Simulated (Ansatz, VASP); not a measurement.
# One calculation of KOs4C4, two programs

The input INCAR:

```
SYSTEM = KOs4C4
PREC     = Accurate       ! precision mode
ENCUT    = 520            ! plane-wave cutoff, eV
EDIFF    = 1E-6           ! SCF threshold, eV
ISMEAR   = 0              ! smearing method
SIGMA    = 0.1            ! smearing width, eV
LREAL    = .False.        ! projectors in reciprocal space
LASPH    = .True.         ! aspherical terms in the spheres
NELM     = 100            ! most SCF steps
ALGO     = Normal         ! electronic algorithm
ISIF     = 2              ! what is computed and relaxed
LWAVE    = .False.        ! write WAVECAR
LCHARG   = .False.        ! write CHGCAR
GGA      = PE             ! functional
NBANDS   = 38             ! bands
```

Contents of KPOINTS:

```
regular mesh
0
Gamma
  6 6 2
  0 0 0
```

File POSCAR:

```
KOs4C4
1.0
    5.0212138700      0.0000000000      0.0000000000
   -2.5106069400      4.3484987700      0.0000000000
    0.0000000000      0.0000000000      7.7936517600
K Os C
1 4 4
Direct
    0.0000000000      0.0000000000      0.0000000000
    0.3333333300      0.6666666700      0.0073762200
    0.6666666700      0.3333333300      0.9926237800
    0.3333333300      0.6666666700      0.5578516500
    0.6666666700      0.3333333300      0.4421483500
    0.5000000000      0.0000000000      0.0000000000
    0.0000000000      0.5000000000      0.0000000000
    0.5000000000      0.5000000000      0.0000000000
    0.0000000000      0.0000000000      0.5000000000
```

Input for Ansatz:

```yaml
crystal:
  lattice:
    - [5.02121387, 0.0, 0.0]
    - [-2.51060694, 4.34849877, 0.0]
    - [0.0, 0.0, 7.79365176]
  atoms:
    - { symbol: K, position: [0.0, 0.0, 0.0] }
    - { symbol: Os, position: [0.33333333, 0.66666667, 0.00737622] }
    - { symbol: Os, position: [0.66666667, 0.33333333, 0.99262378] }
    - { symbol: Os, position: [0.33333333, 0.66666667, 0.55785165] }
    - { symbol: Os, position: [0.66666667, 0.33333333, 0.44214835] }
    - { symbol: C, position: [0.5, 0.0, 0.0] }
    - { symbol: C, position: [0.0, 0.5, 0.0] }
    - { symbol: C, position: [0.5, 0.5, 0.0] }
    - { symbol: C, position: [0.0, 0.0, 0.5] }
basis:
  ecutwfc: 420
kpoints:
  mp_grid: { grid: [6, 6, 2] }
hamiltonian:
  xc: pbe
scf:
  occupations: { method: gaussian, width: 0.1 }
  lower_state_search: "off"
output:
  forces: true
  stress: true
  eigenvalues: true
```

Alike in both runs: task single point; functional PBE; k mesh 6 × 6 × 2; occupations gaussian, width 0.1 eV; no spin polarisation.

|  | VASP | Ansatz |
| --- | --- | --- |
| version | VASP 6.6.1 | Ansatz 0.2.0 |
| potentials or method | VASP PAW PBE potentials, release 64 (K_sv, Os, C), cutoff 520 eV | scalar-relativistic, plane waves, PAW |
| valence electrons in the cell | 57 | 89 |

```csv
,VASP,Ansatz,Ansatz less VASP
gap on the k mesh at the Fermi level (eV),none,none,-
rms of the force components (eV/Å),1.158,1.029,-0.1290
```

Atom by atom the forces differ by 0.172 eV/Å (rms over components). A gap of «none» marks a metal or a gap that the smearing closes. VASP's potentials hold 57 valence electrons a cell and Ansatz's 89, so a difference there can come from the potentials and not from the codes.

The k mesh is coarse, so the values compare programs but aren't converged. Neither program's run includes spin-orbit coupling.
